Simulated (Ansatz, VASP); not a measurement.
# I: VASP beside Ansatz

Contents of INCAR:

```
PREC = Accurate ; ENCUT = 520
EDIFF = 1E-7 ; ISMEAR = 0
SIGMA = 0.1 ; LREAL = False
LASPH = True ; NELM = 100
ALGO = Fast ; ISIF = 2
LWAVE = False ; LCHARG = False
GGA = PS ; NBANDS = 10
```

File KPOINTS:

```
Automatic mesh
0
Gamma
  12 12 18
```

Contents of POSCAR:

```
I
1.0
    2.5016167042     -3.7948055437     -0.0204336900
    2.5016167042      3.7948055437     -0.0204336900
   -1.6165886154      0.0000000000      2.3990270897
I
1
Direct
    0.5000000000      0.5000000000      0.5000000000
```

Input for Ansatz:

```yaml
crystal:
  lattice:
    - [2.5016167042, -3.7948055437, -0.02043369]
    - [2.5016167042, 3.7948055437, -0.02043369]
    - [-1.6165886154, 0.0, 2.3990270897]
  atoms:
    - { symbol: I, position: [0.5, 0.5, 0.5] }
basis:
  ecutwfc: 420
kpoints:
  mp_grid: { grid: [12, 12, 18] }
hamiltonian:
  xc: pbesol
scf:
  occupations: { method: gaussian, width: 0.1 }
output:
  forces: true
  stress: true
  eigenvalues: true
```

Alike in both runs: task single point; functional PBEsol; k mesh 12 × 12 × 18; occupations gaussian, width 0.1 eV; no spin polarisation.

|  | VASP | Ansatz |
| --- | --- | --- |
| version | VASP 6.6.1 | Ansatz 0.2.0 |
| potentials or method | VASP PAW PBE potentials, release 64 (I), cutoff 520 eV | scalar-relativistic, plane waves, PAW |
| valence electrons in the cell | 7 | 17 |

Ansatz gave:

```
gap on the k mesh at the Fermi level (eV)                     : none
pressure (GPa)                                                : -0.2
traceless stress, the component that is largest in VASP (GPa) : -1.25
```

Question: What did VASP give for the same quantities?

Answer: gap on the k mesh at the Fermi level (eV): none; pressure (GPa): -0.2; traceless stress, the component that is largest in VASP (GPa): -1.23.

VASP's potentials were made for PBE, not for PBEsol. A gap of «none» marks a metal or a gap that the smearing closes. The functional is the same, so the differences come from potentials, cutoffs and numerics. VASP's potentials hold 7 valence electrons a cell and Ansatz's 17, so a difference there can come from the potentials and not from the codes.

Spin-orbit coupling is off throughout.
